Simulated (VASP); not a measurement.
# C (a cell with a defect) in VASP: notebook, part 2 of 2

VASP 6.6.1. Earlier steps stand in the parts before.

**6. Single point, PBE**

INCAR

```
SYSTEM = C
PREC     = Accurate       ! precision mode
ENCUT    = 520            ! plane-wave cutoff, eV
EDIFF    = 1E-6           ! SCF threshold, eV
ISMEAR   = 0              ! smearing method
SIGMA    = 0.05           ! smearing width, eV
LREAL    = Auto         
LASPH    = .True.         ! aspherical terms in the spheres
NELM     = 80             ! most SCF steps
ALGO     = Normal         ! electronic algorithm
ISIF     = 2              ! what is computed and relaxed
LWAVE    = .False.        ! write WAVECAR
LCHARG   = .True.         ! write CHGCAR
GGA      = PE             ! functional
LELF     = .True.         ! ELF
LVHAR    = .True.       
NBANDS   = 43             ! bands
```

KPOINTS

```
Automatic mesh
0
Gamma
  6 6 6
  0 0 0
```

POSCAR

```
C
1.0
    3.5715485858      0.0000000000     -3.5715485858
    0.0000000000      3.5715485858     -3.5715485858
    3.5715485858      3.5715485858      0.0000000000
C
15
Direct
    0.2500000000      0.2500000000      0.2500000000
    0.2500000000      0.7500000000      0.7500000000
    0.2500000000      0.7500000000      0.2500000000
    0.7500000000      0.2500000000      0.7500000000
    0.7500000000      0.2500000000      0.2500000000
    0.7500000000      0.7500000000      0.7500000000
    0.7500000000      0.7500000000      0.2500000000
    0.1250000000      0.1250000000      0.1250000000
    0.1250000000      0.1250000000      0.6250000000
    0.1250000000      0.6250000000      0.1250000000
    0.2050139761      0.6250000000      0.5849930119
    0.6250000000      0.1250000000      0.1250000000
    0.6250000000      0.1250000000      0.6250000000
    0.6250000000      0.6250000000      0.1250000000
    0.6250000000      0.6250000000      0.6250000000
```

Potentials or basis: VASP PAW PBE potentials, release 64 (C).

Command:

```sh
cat potpaw_PBE.64/C/POTCAR > POTCAR
mpirun -np 1 vasp_std > vasp.out
```

OUTCAR:

```text
SYSTEM = C
   PREC = Accurate
   ENCUT = 520
   EDIFF = 1E-6
   ISMEAR = 0
   LREAL = Auto
   LASPH = .True.
   NELM = 80
   ISIF = 2
   GGA = PE

 ion  position               nearest neighbor table
   1  0.250  0.250  0.250-   8 1.55   9 1.55  10 1.55  12 1.55
   2  0.250  0.750  0.750-  11 1.42  10 1.55   9 1.55  15 1.55
   3  0.250  0.750  0.250-  11 1.42  10 1.55   8 1.55  14 1.55
   4  0.750  0.250  0.750-   9 1.55  12 1.55  13 1.55  15 1.55
   5  0.750  0.250  0.250-   8 1.55  12 1.55  13 1.55  14 1.55
   6  0.750  0.750  0.750-  13 1.55  14 1.55  15 1.55  11 1.88
   7  0.750  0.750  0.250-  10 1.55  12 1.55  14 1.55  15 1.55
   8  0.125  0.125  0.125-   1 1.55   3 1.55   5 1.55
   9  0.125  0.125  0.625-   1 1.55   2 1.55   4 1.55
  10  0.125  0.625  0.125-   1 1.55   2 1.55   3 1.55   7 1.55
  11  0.205  0.625  0.585-   3 1.42   2 1.42   6 1.88
  12  0.625  0.125  0.125-   1 1.55   4 1.55   5 1.55   7 1.55
  13  0.625  0.125  0.625-   4 1.55   5 1.55   6 1.55
  14  0.625  0.625  0.125-   3 1.55   5 1.55   6 1.55   7 1.55
  15  0.625  0.625  0.625-   2 1.55   4 1.55   6 1.55   7 1.55

  LATTYP: Found a face centered cubic cell.
 ALAT       =     7.1430971716

  Lattice vectors:

 A1 = (   3.5715485858,   0.0000000000,  -3.5715485858)
 A2 = (   0.0000000000,   3.5715485858,  -3.5715485858)
 A3 = (   3.5715485858,   3.5715485858,   0.0000000000)

Analysis of symmetry for initial positions (statically):
=====================================================================
 Subroutine PRICEL returns:
 Original cell was already a primitive cell.

 Routine SETGRP: Setting up the symmetry group for a
 face centered cubic supercell.

 Subroutine GETGRP returns: Found  2 space group operations
 (whereof  2 operations were pure point group operations)
 out of a pool of 48 trial point group operations.

The static configuration has the point symmetry C_1h.

Analysis of symmetry for dynamics (positions and initial velocities):
=====================================================================
 Subroutine PRICEL returns:
 Original cell was already a primitive cell.

 Routine SETGRP: Setting up the symmetry group for a
 face centered cubic supercell.

 Subroutine GETGRP returns: Found  2 space group operations
 (whereof  2 operations were pure point group operations)
 out of a pool of 48 trial point group operations.

The dynamic configuration has the point symmetry C_1h.

 Subroutine INISYM returns: Found  2 space group operations
 (whereof  2 operations are pure point group operations),
 and found     1 'primitive' translations

----------------------------------------------------------------------------------------

                                     Primitive cell

  volume of cell :      91.1171

  direct lattice vectors                    reciprocal lattice vectors
     3.571548586  0.000000000 -3.571548586     0.139995296 -0.139995296 -0.139995296
     0.000000000  3.571548586 -3.571548586    -0.139995296  0.139995296 -0.139995296
     3.571548586  3.571548586  0.000000000     0.139995296  0.139995296  0.139995296

  length of vectors
     5.050932449  5.050932449  5.050932449     0.242478965  0.242478965  0.242478965

[... 94 lines left out ...]
   NGX,Y,Z   is equivalent  to a cutoff of  13.17, 13.17, 13.17 a.u.
   NGXF,Y,Z  is equivalent  to a cutoff of  26.33, 26.33, 26.33 a.u.
 SYSTEM =  C
   PREC   = accura    normal or accurate (medium, high low for compatibility)
   ISTART =      0    job   : 0-new  1-cont  2-samecut
   ICHARG =      2    charge: 1-file 2-atom 10-const
   ISPIN  =      1    spin polarized calculation?
   LNONCOLLINEAR =      F non collinear calculations
   LSORBIT =      F    spin-orbit coupling
   LASPH  =      T    aspherical Exc in radial PAW
   ENCUT  =  520.0 eV  38.22 Ry    6.18 a.u.   9.39  9.39  9.39*2*pi/ulx,y,z
   NELM   =     80;   NELMIN=  2; NELMDL= -5     # of ELM steps
   EDIFF  = 0.1E-05   stopping-criterion for ELM
   LREAL  =      T    real-space projection
   EDIFFG = 0.1E-04   stopping-criterion for IOM
   NSW    =      0    number of steps for IOM
   IBRION =     -1    ionic relax: 0-MD 1-quasi-New 2-CG
   NFREE  =      0    steps in history (QN), initial steepest desc. (CG)
   ISIF   =      2    stress and relaxation
   ISYM   =      2    0-nonsym 1-usesym 2-fastsym
   POTIM  = 0.5000    time-step for ionic-motion
   TEBEG  =    0.0;   TEEND  =   0.0 temperature during run
   PSTRESS=    0.0 pullay stress
   NELECT =      60.0000    total number of electrons
   NUPDOWN=      -1.0000    fix difference up-down
   EMIN   =  10.00;   EMAX   =-10.00  energy-range for DOS
   EFERMI =   0.00;   METHOD = LEGACY
   ISMEAR =     0;   SIGMA  =   0.05  broadening in eV -4-tet -1-fermi 0-gaus
   EFERMI_NEDOS =   21; number of points for ismear=-14 and -15
   IALGO  =     38    algorithm
   IMIX   =      4    mixing-type and parameters
     AMIX     =   0.40;   BMIX     =  1.00
     AMIX_MAG =   1.60;   BMIX_MAG =  1.00
  volume/ion in A,a.u.               =       6.07        40.99
  Fermi-wavevector in a.u.,A,eV,Ry     =   1.424269  2.691478 27.599992  2.028542
  Thomas-Fermi vector in A             =   2.544778
   LORBIT       =      0    0 simple, 1 ext, 2 COOP (PROOUT), +10 PAW based schemes
   GGA     = PE    functional components
   LHFCALC =     F    Hartree Fock is set to
   AEXX    =    0.0000 exact exchange contribution
   IVDW    =     0    specifies the selected vdW correction
   LEPSILON=     F    determine dielectric tensor
   LRPA    =     F    only Hartree local field effects (RPA)
 non-spin polarized calculation
 Gauss-broadening in eV      SIGMA  =   0.05
  energy-cutoff  :      520.00
  volume of cell :       91.12
 maximum number of plane-waves:      2475
 NGX is ok and might be reduce to    40
   NGX = 19   NGY = 19   NGZ = 19

 number of electron      59.9999995 magnetization

 Free energy of the ion-electron system (eV)
  ---------------------------------------------------
  ext. energy  EPLUGINS =         0.00000000
  ---------------------------------------------------
  free energy    TOTEN  =      -128.96804858 eV

  energy without entropy =     -128.96487600  energy(sigma->0) =     -128.96646229

 E-fermi :   9.5892     XC(G=0): -12.9179

 val. band max:        9.5777229630   @ k =   0.1667  -0.3333  -0.3333
 cond. band min:       9.5968268054   @ k =   0.0000   0.5000   0.3333
 fundamental gap:      0.0191038424
 Fermi energy:         9.5892140513

 k-point     1 :       0.0000    0.0000    0.0000
  band No.  band energies     occupation
      1     -12.3194      2.00000
      2      -7.2089      2.00000
      3      -7.1044      2.00000
      4      -6.6493      2.00000
      5      -6.0184      2.00000
      6      -4.7939      2.00000
[... 1069 lines left out ...]
     41      17.7862      0.00000
     42      17.8513      0.00000

 [... further k-points ...]

 [bands above 42 left out]

------------------------ aborting loop because EDIFF is reached ----------------------------------------

  FORCE on cell =-STRESS in cart. coord.  units (eV):
  Direction    XX          YY          ZZ          XY          YZ          ZX
  --------------------------------------------------------------------------------------
  -------------------------------------------------------------------------------------
  Total       -3.0347976     -3.0347976      4.8285300      2.9466597      0.4188194     -0.4188183
  in kB      -53.3630482    -53.3630482     84.9035472     51.8132561      7.3644055     -7.3643856
  external PRESSURE =      -7.2741831 kB  Pullay stress =       0.0000000 kB

 VOLUME and BASIS-vectors are now :
 -----------------------------------------------------------------------------
  energy-cutoff  :      520.00
  volume of cell :       91.12
      direct lattice vectors                 reciprocal lattice vectors
     3.571548586  0.000000000 -3.571548586     0.139995296 -0.139995296 -0.139995296
     0.000000000  3.571548586 -3.571548586    -0.139995296  0.139995296 -0.139995296
     3.571548586  3.571548586  0.000000000     0.139995296  0.139995296  0.139995296

 POSITION                                       TOTAL-FORCE (eV/Angst)
 -----------------------------------------------------------------------------------
      1.78577      1.78577     -1.78577         0.059579     -0.059579     -0.753074
      3.57155      5.35732     -3.57155         2.095798      0.692018     -2.501906
      1.78577      3.57155     -3.57155        -0.692018     -2.095798     -2.501906
      5.35732      3.57155     -3.57155         0.150368      0.559712     -0.134829
      3.57155      1.78577     -3.57155        -0.559712     -0.150368     -0.134829
      5.35732      5.35732     -5.35732        -0.212773      0.212773      0.037172
      3.57155      3.57155     -5.35732        -0.035078      0.035078     -0.005504
      0.89289      0.89289     -0.89289         1.367042      1.544873      2.005577
      2.67866      2.67866     -0.89289        -1.544873     -1.367042      2.005577
      0.89289      2.67866     -2.67866        -0.029112      0.029112      0.710225
      2.82155      4.32155     -2.96444        -3.607221      3.607221      6.102595
      2.67866      0.89289     -2.67866         0.013340     -0.013340      0.001645
      4.46444      2.67866     -2.67866         1.625880     -1.625880     -1.998433
      2.67866      2.67866     -4.46444        -0.161620     -1.530400     -1.416156
      4.46444      4.46444     -4.46444         1.530400      0.161620     -1.416156
 -----------------------------------------------------------------------------------
    total drift:                               -0.002183      0.002183     -0.003493

  FREE ENERGIE OF THE ION-ELECTRON SYSTEM (eV)
  ---------------------------------------------------
  free  energy   TOTEN  =      -128.9680485830 eV

  energy  without entropy=     -128.9648759993  energy(sigma->0) =     -128.96646229
```

Wall time 8.6 min (1 thread of Intel Xeon Platinum 8259CL at 2.50GHz (Skylake/Cascade Lake), shared host); peak memory 0.32 GiB.

Results:

- Free energy: -128.9680 eV
- Pressure: -0.7 GPa
- Largest force: 7.954 eV/Å
- Band gap on the k mesh: zero (bands 30 and 31 overlap by 1.64 eV)

Forces in eV/Å, atoms in the order of the input:
```
C    0.060 -0.060 -0.753
C    2.096  0.692 -2.502
C   -0.692 -2.096 -2.502
C    0.150  0.560 -0.135
C   -0.560 -0.150 -0.135
C   -0.213  0.213  0.037
C   -0.035  0.035 -0.006
C    1.367  1.545  2.006
C   -1.545 -1.367  2.006
C   -0.029  0.029  0.710
C   -3.607  3.607  6.103
C    0.013 -0.013  0.002
C    1.626 -1.626 -1.998
C   -0.162 -1.530 -1.416
C    1.530  0.162 -1.416
```

Levels at points of the mesh, in eV from the Fermi level:
| k point | band 28 | band 29 | band 30 | band 31 | band 32 | band 33 |
| --- | --- | --- | --- | --- | --- | --- |
| (0.00, 0.00, 0.00) | -1.93 | -1.42 | 1.33 | 1.73 | 1.92 | 3.01 |
| (0.50, 0.00, 0.00) | -2.48 | -2.43 | -1.95 | 1.08 | 1.11 | 4.39 |
| (0.00, 0.50, 0.00) | -3.22 | -1.96 | -1.09 | 0.99 | 1.37 | 3.62 |
| (0.00, 0.00, 0.50) | -2.70 | -2.63 | -2.00 | 0.82 | 1.65 | 4.05 |
| (0.50, 0.50, 0.00) | -3.82 | -2.88 | -2.37 | 0.58 | 0.95 | 3.66 |
| (0.00, 0.50, 0.50) | -3.42 | -2.38 | -1.75 | -0.12 | 0.94 | 3.57 |

Caveat: the cell differs from its parent crystal (atoms taken out, atom 11 moved 0.000 of the way to it and -0.350 Å across, host rigid).

**7. Overview**

| cell | gap on the mesh (eV) | pressure (GPa) | largest force (eV/Å) |
| --- | --- | --- | --- |
| as given, atomic positions A | none | 2.1 | 8.64 |
| as given, atomic positions B | none | 11.5 | 10.79 |
| as given, atomic positions C | none | -4.1 | 6.72 |
| as given, atomic positions D | none | 2.7 | 12.26 |
| as given, atomic positions E | none | -0.7 | 7.95 |

Alike in all rows: task single point; level PBE; potentials or basis VASP PAW PBE potentials, release 64 (C); no spin polarisation; k mesh 6 × 6 × 6; cutoff (eV) 520; smearing gaussian 0.05 eV.

Absolute energies hang on the potentials; compare differences alone.
